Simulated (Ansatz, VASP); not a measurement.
# RbBr: VASP beside Ansatz

The input INCAR:

```
SYSTEM = RbBr
PREC     = Accurate       ! precision mode
ENCUT    = 520            ! plane-wave cutoff, eV
EDIFF    = 1E-7           ! SCF threshold, eV
ISMEAR   = 0              ! smearing method
SIGMA    = 0.05           ! smearing width, eV
LREAL    = .FALSE.        ! projectors in reciprocal space
LASPH    = .TRUE.         ! aspherical terms in the spheres
NELM     = 60             ! most SCF steps
ALGO     = Normal         ! electronic algorithm
ISIF     = 2              ! what is computed and relaxed
LWAVE    = .FALSE.        ! write WAVECAR
LCHARG   = .FALSE.        ! write CHGCAR
GGA      = PE             ! functional
NBANDS   = 15             ! bands
```

KPOINTS

```
Automatic mesh
0
G
  6 6 6
  0 0 0
```

Contents of POSCAR:

```
RbBr
1.0
    4.3048525893      0.0000000000      0.0000000000
    0.0000000000      4.3048525893      0.0000000000
    0.0000000000      0.0000000000      4.1929021031
Rb Br
1 1
Direct
    0.0000000000      0.0000000000      0.0000000000
    0.5000000000      0.5000000000      0.5000000000
```

Input for Ansatz:

```yaml
crystal:
  lattice:
    - [4.3048525893, 0.0, 0.0]
    - [0.0, 4.3048525893, 0.0]
    - [0.0, 0.0, 4.1929021031]
  atoms:
    - { symbol: Rb, position: [0.0, 0.0, 0.0] }
    - { symbol: Br, position: [0.5, 0.5, 0.5] }
basis:
  ecutwfc: 420
kpoints:
  mp_grid: { grid: [6, 6, 6] }
hamiltonian:
  xc: pbe
  pseudopotentials: { kind: paw }
scf:
  occupations: { method: gaussian, width: 0.05 }
output:
  forces: true
  stress: true
  eigenvalues: true
```

Change from the starting cell: mode 4 frozen in at +0.000 Å, equal normal strain along x and y +0.0267.

Alike in both runs: task single point; functional PBE; k mesh 6 × 6 × 6; occupations gaussian, width 0.05 eV; no spin polarisation.

|  | VASP | Ansatz |
| --- | --- | --- |
| version | VASP 6.6.1 | Ansatz 0.2.0 |
| potentials or method | VASP PAW PBE potentials, release 64 (Rb_sv, Br), cutoff 520 eV | scalar-relativistic, plane waves, PAW |
| valence electrons in the cell | 16 | 16 |

```csv
,VASP,Ansatz,Ansatz less VASP
gap on the k mesh at the Fermi level (eV),3.69,3.69,+0.001
least direct gap on the mesh (eV),3.83,3.83,0.000
pressure (GPa),-0.6,-0.6,-0.02
"traceless stress, the component that is largest in VASP (GPa)",0.47,0.47,0.000
```
